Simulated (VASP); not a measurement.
Si, 1 atom in the cell. The structure is hexagonal, space group P6/mmm (No. 191). The conventional cell has a = 2.527 Å, b = 2.527 Å, c = 2.373 Å, α = 90.00°, β = 90.00°, γ = 120.00°. Within 3.1 Å of Si (site symmetry 6/mmm) lie 8 Si at 2.37 to 2.53 Å. This isn't the form of Si at room conditions, which is diamond.

- Program: VASP 6.6.1
- Task: single point
- Functional: RPBE
- Potentials or basis: VASP PAW PBE potentials, release 64 (Si)
- Cutoff: 500 eV
- k mesh: 14 × 14 × 13
- Occupations: fermi-dirac, width 0.1 eV
- Spin: no spin polarisation
- Dipole correction: no
- Further INCAR settings: ALGO = Normal; EDIFF = 1e-06; NBANDS = 8

Potentials or basis: VASP PAW PBE potentials, release 64 (Si).

The run is started by

```sh
$ cat potpaw_PBE.64/Si/POTCAR > POTCAR
$ mpirun -np 1 vasp_std > vasp.out
```

Hardware: 1 thread of Intel(R) Xeon(R) Platinum 8375C CPU @ 2.90GHz (Ice Lake), with other jobs on the host.

Question: How long does it take, and how much memory?

Answer: Wall time 9.9 s on 1 thread of Intel(R) Xeon(R) Platinum 8375C CPU @ 2.90GHz (Ice Lake), with other jobs on the host, peak memory 0.12 GiB. Counts: scf iterations 10, k points 168.
